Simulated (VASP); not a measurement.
The system is HfF5.

```
CELL_PARAMETERS angstrom
4.16082 0.00000 0.00000
-2.08041 3.60338 0.00000
0.00000 0.00000 5.25909
ATOMIC_POSITIONS crystal
Hf 0.00000 0.00000 0.00000
F 0.33333 0.66667 0.50000
F 0.66667 0.33333 0.50000
F 0.50000 0.00000 0.00000
F 0.00000 0.50000 0.00000
F 0.50000 0.50000 0.00000
```

The cell was generated, and may not be a known phase.

```yaml
Program: VASP 6.6.1
Task: relaxation of cell and atoms
Functional: PBE
Potentials_or_basis: VASP PAW PBE potentials, release 64 (Hf_pv, F)
Cutoff: 600 eV
k_mesh: 6 × 6 × 4
Occupations: gaussian, width 0.1 eV
Spin: no spin polarisation
```

At the start: pressure 7.0 GPa; volume 13.14 Å³/atom.

Problem. How do energy, volume and symmetry change on relaxing?

Solution. Over 6 steps the energy falls by 25.5 meV/atom and the volume is 13.28 Å³/atom (+1.0 %); space group P6/mmm (No. 191, to 0.1 Å) before and after.

The path:
```tsv
step	energy change (eV)	largest force (eV/Å)	pressure (GPa)	volume (Å³)
1	0.0000	0.0000	7.02	78.85
2	-0.0174	0.0000	-6.70	85.51
3	-0.1380	0.0000	-0.83	82.17
4	-0.1380	0.0000	-0.69	82.11
5	-0.1438	0.0000	-0.57	81.50
6	-0.1530	0.0000	-0.01	79.67
```

Final structure:
```cif
data_structure
_symmetry_space_group_name_H-M 'P 1'
_symmetry_Int_Tables_number 1
_cell_length_a 4.2531
_cell_length_b 4.2531
_cell_length_c 5.0857
_cell_angle_alpha 90.000
_cell_angle_beta 90.000
_cell_angle_gamma 120.000
_cell_volume 79.67
loop_
_atom_site_label
_atom_site_type_symbol
_atom_site_fract_x
_atom_site_fract_y
_atom_site_fract_z
_atom_site_occupancy
Hf1 Hf 0.00000 0.00000 0.00000 1
F1 F 0.33333 0.66667 0.50000 1
F2 F 0.66667 0.33333 0.50000 1
F3 F 0.50000 0.00000 0.00000 1
F4 F 0.00000 0.50000 0.00000 1
F5 F 0.50000 0.50000 0.00000 1
```

Caveat: an odd number of electrons without spin polarisation forces a metal; a magnetic or distorted state may lie lower.
